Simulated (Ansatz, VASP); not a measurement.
**One calculation of TiAl3, two programs**

Contents of INCAR:

```
PREC = Accurate ; ENCUT = 520
EDIFF = 1E-7 ; ISMEAR = 0
SIGMA = 0.1 ; LREAL = F
LASPH = T ; NELM = 60
ALGO = Fast ; ISIF = 2
LWAVE = F ; LCHARG = T
GGA = PE ; LELF = T
LVHAR = T ; NBANDS = 18
```

The input KPOINTS:

```
Automatic mesh
0
Gamma
  18 12 12
```

File POSCAR:

```
TiAl3
1.0
    2.8396770000      0.0000000000      0.0000000000
    0.0000000000      4.6812640000      0.0000000000
    0.0000000000      0.0000000000      4.9007420000
Ti Al
1 3
Direct
    0.0000000000      0.5000000000      0.1659160000
    0.5000000000      0.5000000000      0.6672710000
    0.5000000000      0.0000000000      0.3309120000
    0.0000000000      0.0000000000      0.8359000000
```

Input for Ansatz:

```yaml
crystal:
  lattice:
    - [2.839677, 0.0, 0.0]
    - [0.0, 4.681264, 0.0]
    - [0.0, 0.0, 4.900742]
  atoms:
    - { symbol: Ti, position: [0.0, 0.5, 0.165916] }
    - { symbol: Al, position: [0.5, 0.5, 0.667271] }
    - { symbol: Al, position: [0.5, 0.0, 0.330912] }
    - { symbol: Al, position: [0.0, 0.0, 0.8359] }
basis:
  ecutwfc: 420
kpoints:
  mp_grid: { grid: [18, 12, 12] }
hamiltonian:
  xc: pbe
scf:
  occupations: { method: gaussian, width: 0.1 }
output:
  forces: true
  stress: true
  eigenvalues: true
```

Alike in both runs: task single point; functional PBE; k mesh 18 × 12 × 12; occupations gaussian, width 0.1 eV; no spin polarisation.

```csv
,VASP,Ansatz
version,VASP 6.6.1,Ansatz 0.2.0
potentials or method,"VASP PAW PBE potentials, release 64 (Ti_sv, Al), cutoff 520 eV","scalar-relativistic, plane waves, PAW"
valence electrons in the cell,21,21
```

|  | VASP | Ansatz | Ansatz less VASP |
| --- | --- | --- | --- |
| gap on the k mesh at the Fermi level (eV) | none | none | - |
| pressure (GPa) | -0.1 | -0.1 | +0.05 |
| traceless stress, the component that is largest in VASP (GPa) | -1.13 | -1.12 | +0.008 |
| rms of the force components (eV/Å) | 0.015 | 0.015 | -0.0002 |

Atom by atom the forces differ by 0.001 eV/Å (rms over components). A gap of «none» marks a metal or a gap that the smearing closes.
